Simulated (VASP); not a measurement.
# Rb (Im-3m) in VASP: notebook, part 2 of 2

VASP 6.6.1.

**4. Electric field gradients, PBEsol (84.84 Å³/atom)**

This run uses another cell than the first one, of 84.84 Å³/atom.

Input file INCAR:

```
PREC = Accurate
ENCUT = 520
EDIFF = 1E-8
ISMEAR = -1
SIGMA = 0.05
LREAL = False
LASPH = True
NELM = 60
ALGO = Normal
ISIF = 2
LWAVE = False
LCHARG = False
GGA = PS
LEFG = True
NBANDS = 10
```

Input file KPOINTS:

```
regular mesh
0
Gamma
  8 8 8
```

Input file POSCAR:

```
Rb
1.0
   -2.7680764322      2.7680764322      2.7680764322
    2.7680764322     -2.7680764322      2.7680764322
    2.7680764322      2.7680764322     -2.7680764322
Rb
1
Direct
    0.0000000000      0.0000000000      0.0000000000
```

Potentials or basis: VASP PAW PBE potentials, release 64 (Rb_sv).

The run is started by

```bash
> cat potpaw_PBE.64/Rb_sv/POTCAR > POTCAR
> mpirun -np 1 vasp_std > vasp.out
```

OUTCAR:

```text
PREC = Accurate
   ENCUT = 520
   EDIFF = 1E-8
   ISMEAR = -1
   LREAL = False
   LASPH = True
   NELM = 60
   ISIF = 2
   GGA = PS

 ion  position               nearest neighbor table
   1  0.000  0.000  0.000-

  LATTYP: Found a body centered cubic cell.
 ALAT       =     5.5361528644

  Lattice vectors:

 A1 = (  -2.7680764322,   2.7680764322,   2.7680764322)
 A2 = (   2.7680764322,  -2.7680764322,   2.7680764322)
 A3 = (   2.7680764322,   2.7680764322,  -2.7680764322)

Analysis of symmetry for initial positions (statically):
=====================================================================
 Subroutine PRICEL returns:
 Original cell was already a primitive cell.

 Routine SETGRP: Setting up the symmetry group for a
 body centered cubic supercell.

 Subroutine GETGRP returns: Found 48 space group operations
[... 491 lines left out ...]
  external PRESSURE =       0.6488086 kB  Pullay stress =       0.0000000 kB

 VOLUME and BASIS-vectors are now :
 -----------------------------------------------------------------------------
  energy-cutoff  :      520.00
  volume of cell :       84.84
      direct lattice vectors                 reciprocal lattice vectors
    -2.768076432  2.768076432  2.768076432     0.000000000  0.180630850  0.180630850
     2.768076432 -2.768076432  2.768076432     0.180630850  0.000000000  0.180630850
     2.768076432  2.768076432 -2.768076432     0.180630850  0.180630850  0.000000000

 POSITION                                       TOTAL-FORCE (eV/Angst)
 -----------------------------------------------------------------------------------
      0.00000      0.00000      0.00000        -0.000000      0.000000      0.000000
 -----------------------------------------------------------------------------------
    total drift:                               -0.000000      0.000000      0.000000

  FREE ENERGIE OF THE ION-ELECTRON SYSTEM (eV)
  ---------------------------------------------------
  free  energy   TOTEN  =        -1.0233104076 eV

  energy  without entropy=       -1.0125536448  energy(sigma->0) =       -1.01793203

 Electric field gradients (V/A^2)
---------------------------------------------------------------------
 ion       V_xx      V_yy      V_zz      V_xy      V_xz      V_yz
---------------------------------------------------------------------
   1       0.000     0.000    -0.000     0.000     0.000     0.000
---------------------------------------------------------------------

 Electric field gradients after diagonalization (V/A^2)
 (convention: |V_zz| > |V_xx| > |V_yy|)
----------------------------------------------------------------------
 ion       V_xx      V_yy      V_zz     asymmetry (V_yy - V_xx)/ V_zz
----------------------------------------------------------------------
   1      -0.000    -0.000     0.000       0.000
----------------------------------------------------------------------

           NMR quadrupolar parameters

 Cq : quadrupolar parameter    Cq=e*Q*V_zz/h
 eta: asymmetry parameters     (V_yy - V_xx)/ V_zz
 Q  : nuclear electric quadrupole moment in mb (millibarn)
----------------------------------------------------------------------
 ion       Cq(MHz)       eta       Q (mb)
----------------------------------------------------------------------
   1       0.000       0.000       1.000
----------------------------------------------------------------------
```

OSZICAR:

```text
N       E                     dE             d eps       ncg     rms          rms(c)
DAV:   1     0.400952130776E+02    0.40095E+02   -0.33319E+03   580   0.656E+02
DAV:   2     0.152207170214E+01   -0.38573E+02   -0.37707E+02   644   0.126E+02
DAV:   3    -0.948916561818E+00   -0.24710E+01   -0.24649E+01   794   0.312E+01
DAV:   4    -0.102229238021E+01   -0.73376E-01   -0.73003E-01   822   0.512E+00
DAV:   5    -0.102378208421E+01   -0.14897E-02   -0.14896E-02   778   0.579E-01    0.124E+00
DAV:   6    -0.102309197518E+01    0.69011E-03   -0.23577E-03   820   0.270E-01    0.751E-01
DAV:   7    -0.102323353301E+01   -0.14156E-03   -0.40100E-03   796   0.354E-01    0.581E-02
DAV:   8    -0.102330437655E+01   -0.70844E-04   -0.15523E-04   670   0.108E-01    0.163E-02
DAV:   9    -0.102331059126E+01   -0.62147E-05   -0.87484E-06   850   0.197E-02    0.499E-03
DAV:  10    -0.102331039909E+01    0.19217E-06   -0.31263E-06   768   0.992E-03    0.859E-04
DAV:  11    -0.102331043181E+01   -0.32722E-07   -0.11880E-07   778   0.206E-03    0.277E-04
DAV:  12    -0.102331041321E+01    0.18604E-07   -0.62311E-09   624   0.536E-04    0.883E-05
DAV:  13    -0.102331040761E+01    0.55943E-08   -0.59997E-10   352   0.166E-04
   1 F= -.10233104E+01 E0= -.10179320E+01  d E =-.107568E-01
```

It took 11 s on 1 thread of Intel Xeon 6975P-C (Granite Rapids), shared host; peak memory 0.2 GiB.

Results:

```
Free energy                             : -1.0233 eV
Pressure                                : 0.1 GPa
Band gap on the k mesh                  : zero (an odd number of electrons rules out a gap without spin polarisation)
Largest electric field gradient by atom : zero within the noise of the run
```

Levels at points of the mesh, in eV from the Fermi level:
```csv
k point,band 1,band 2,band 3,band 4,band 5,band 6,band 7,band 8
"(0.00, 0.00, 0.00)",-28.84,-12.88,-12.88,-12.88,-2.09,3.72,3.72,3.72
"(0.50, 0.00, 0.00)",-28.83,-13.00,-12.92,-12.88,0.20,0.81,2.57,4.39
"(0.50, 0.50, 0.50)",-28.83,-12.97,-12.97,-12.97,1.19,1.19,3.41,3.41
```

Caveat: the PAW data sets were made with another functional, which shifts forces and pressure a little.

**5. Electric field gradients, PBEsol**

This run uses another cell than the first one, of 88.37 Å³/atom.

Input file INCAR:

```
PREC = Accurate ; ENCUT = 520
EDIFF = 1E-8 ; ISMEAR = -1
SIGMA = 0.05 ; LREAL = F
LASPH = T ; NELM = 60
ALGO = Normal ; ISIF = 2
LWAVE = F ; LCHARG = F
GGA = PS ; LEFG = T
NBANDS = 10
```

KPOINTS is that of step 4.

Input file POSCAR:

```
Rb
1.0
   -2.8060000000      2.8060000000      2.8060000000
    2.8060000000     -2.8060000000      2.8060000000
    2.8060000000      2.8060000000     -2.8060000000
Rb
1
Direct
    0.0000000000      0.0000000000      0.0000000000
```

Potentials or basis: VASP PAW PBE potentials, release 64 (Rb_sv).

The run is started by

```bash
> cat potpaw_PBE.64/Rb_sv/POTCAR > POTCAR
> mpirun -np 1 vasp_std > vasp.out
```

OUTCAR:

```text
PREC = Accurate
   ENCUT = 520
   EDIFF = 1E-8
   ISMEAR = -1
   LREAL = F
   LASPH = T
   NELM = 60
   ISIF = 2
   GGA = PS

 ion  position               nearest neighbor table
   1  0.000  0.000  0.000-

  LATTYP: Found a body centered cubic cell.
 ALAT       =     5.6120000000

  Lattice vectors:

 A1 = (  -2.8060000000,   2.8060000000,   2.8060000000)
 A2 = (   2.8060000000,  -2.8060000000,   2.8060000000)
[... 517 lines left out ...]
    total drift:                               -0.000000      0.000000      0.000000

  FREE ENERGIE OF THE ION-ELECTRON SYSTEM (eV)
  ---------------------------------------------------
  free  energy   TOTEN  =        -1.0234157480 eV

  energy  without entropy=       -1.0127148641  energy(sigma->0) =       -1.01806531

 Electric field gradients (V/A^2)
---------------------------------------------------------------------
 ion       V_xx      V_yy      V_zz      V_xy      V_xz      V_yz
---------------------------------------------------------------------
   1      -0.000    -0.000    -0.000     0.000     0.000     0.000
---------------------------------------------------------------------

 Electric field gradients after diagonalization (V/A^2)
 (convention: |V_zz| > |V_xx| > |V_yy|)
----------------------------------------------------------------------
 ion       V_xx      V_yy      V_zz     asymmetry (V_yy - V_xx)/ V_zz
----------------------------------------------------------------------
   1      -0.000    -0.000     0.000       0.000
----------------------------------------------------------------------

           NMR quadrupolar parameters

 Cq : quadrupolar parameter    Cq=e*Q*V_zz/h
 eta: asymmetry parameters     (V_yy - V_xx)/ V_zz
 Q  : nuclear electric quadrupole moment in mb (millibarn)
----------------------------------------------------------------------
 ion       Cq(MHz)       eta       Q (mb)
----------------------------------------------------------------------
   1       0.000       0.000       1.000
----------------------------------------------------------------------
```

OSZICAR:

```text
N       E                     dE             d eps       ncg     rms          rms(c)
DAV:   1     0.448115387891E+02    0.44812E+02   -0.32491E+03   580   0.652E+02
DAV:   2     0.174417743783E+01   -0.43067E+02   -0.42018E+02   650   0.127E+02
DAV:   3    -0.939368034906E+00   -0.26835E+01   -0.26790E+01   722   0.330E+01
DAV:   4    -0.102152118338E+01   -0.82153E-01   -0.82080E-01   824   0.541E+00
DAV:   5    -0.102348808264E+01   -0.19669E-02   -0.19669E-02   790   0.664E-01    0.116E+00
DAV:   6    -0.102306259034E+01    0.42549E-03   -0.23903E-03   850   0.276E-01    0.704E-01
DAV:   7    -0.102332993879E+01   -0.26735E-03   -0.37250E-03   812   0.346E-01    0.547E-02
DAV:   8    -0.102340730067E+01   -0.77362E-04   -0.12869E-04   654   0.985E-02    0.174E-02
DAV:   9    -0.102341608338E+01   -0.87827E-05   -0.11910E-05   866   0.247E-02    0.592E-03
DAV:  10    -0.102341574590E+01    0.33748E-06   -0.35190E-06   776   0.105E-02    0.659E-04
DAV:  11    -0.102341576521E+01   -0.19307E-07   -0.15808E-07   798   0.225E-03    0.264E-04
DAV:  12    -0.102341575223E+01    0.12978E-07   -0.66739E-09   638   0.521E-04    0.786E-05
DAV:  13    -0.102341574803E+01    0.42038E-08   -0.46614E-10   352   0.137E-04
   1 F= -.10234157E+01 E0= -.10180653E+01  d E =-.107009E-01
```

It took 12 s on 1 thread of Intel Xeon 6975P-C (Granite Rapids), shared host; peak memory 0.2 GiB.

What came out:

```
Free energy                             : -1.0234 eV
Pressure                                : -0.1 GPa
Band gap on the k mesh                  : zero (an odd number of electrons rules out a gap without spin polarisation)
Largest electric field gradient by atom : zero within the noise of the run
```

Caveat: the PAW data sets were made with another functional, which shifts forces and pressure a little.

**6. Summary**

```tsv
cell	gap on the mesh (eV)	pressure (GPa)
a = 4.761 Å, angles 109.5°, 1 atom	none	0.1
a = 4.828 Å, angles 109.5°, 1 atom	none	0.0
a = 4.794 Å, angles 109.5°, 1 atom	none	0.1
a = 4.860 Å, angles 109.5°, 1 atom	none	-0.1
```

Alike in all rows: task electric field gradients; level PBEsol; potentials or basis VASP PAW PBE potentials, release 64 (Rb_sv); no spin polarisation; k mesh 8 × 8 × 8; cutoff (eV) 520; smearing fermi-dirac 0.05 eV.

Caveats: the PAW data sets were made with another functional, which shifts forces and pressure a little.

Absolute energies hang on the potentials; compare differences alone.
